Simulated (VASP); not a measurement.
Runs of VASP 6.6.1 on Ir. The structure is that of space group P6/mmm (No. 191), or close to it. The cells are those of the table. This isn't the form of Ir at room conditions, which is fcc.

```tsv
task	level	U	cell	gap on the mesh (eV)	pressure (GPa)
relaxation of cell and atoms	PBE	-	relaxed from a = 4.328, b = 4.328, c = 2.683 Å, angles 90.0, 90.0, 120.0°, 3 atoms	none	0.0
relaxation of shape and atoms at fixed volume	PBE	-	relaxed from a = 4.307, b = 4.307, c = 2.656 Å, angles 90.0, 90.0, 120.0°, 3 atoms	none	19.3
single point	PBE+U	Ir d U = 2.0 eV	a = 4.312, b = 4.312, c = 2.649 Å, angles 90.0, 90.0, 120.0°, 3 atoms	none	11.3
relaxation of shape and atoms at fixed volume	PBE	-	relaxed from a = 4.150, b = 4.150, c = 2.559 Å, angles 90.0, 90.0, 120.0°, 3 atoms	none	79.7
single point	PBE	-	a = 4.381, b = 4.381, c = 2.702 Å, angles 90.0, 90.0, 120.0°, 3 atoms	none	(a)
relaxation of shape and atoms at fixed volume	PBE	-	relaxed from a = 3.980, b = 3.980, c = 2.455 Å, angles 90.0, 90.0, 120.0°, 3 atoms	none	191.0
```

Alike in all rows: potentials or basis VASP PAW PBE potentials, release 64 (Ir); no spin polarisation; k mesh 8 × 8 × 11; cutoff (eV) 500; smearing fermi-dirac 0.08 eV.

Q: Estimate the missing entries.

A: (a) 0.4.

Caveats: spin-orbit coupling is left out, which moves the levels of the heavy elements; the cell stands under pressure (at least some runs); U without spin polarisation on a metal has little footing (at least some runs); the U is typed as a test and isn't derived for this compound (at least some runs).

A k mesh can miss the band edges, and the runs leave out spin-orbit coupling on Ir.

A gap of «none» marks levels without a gap at the run's occupations.
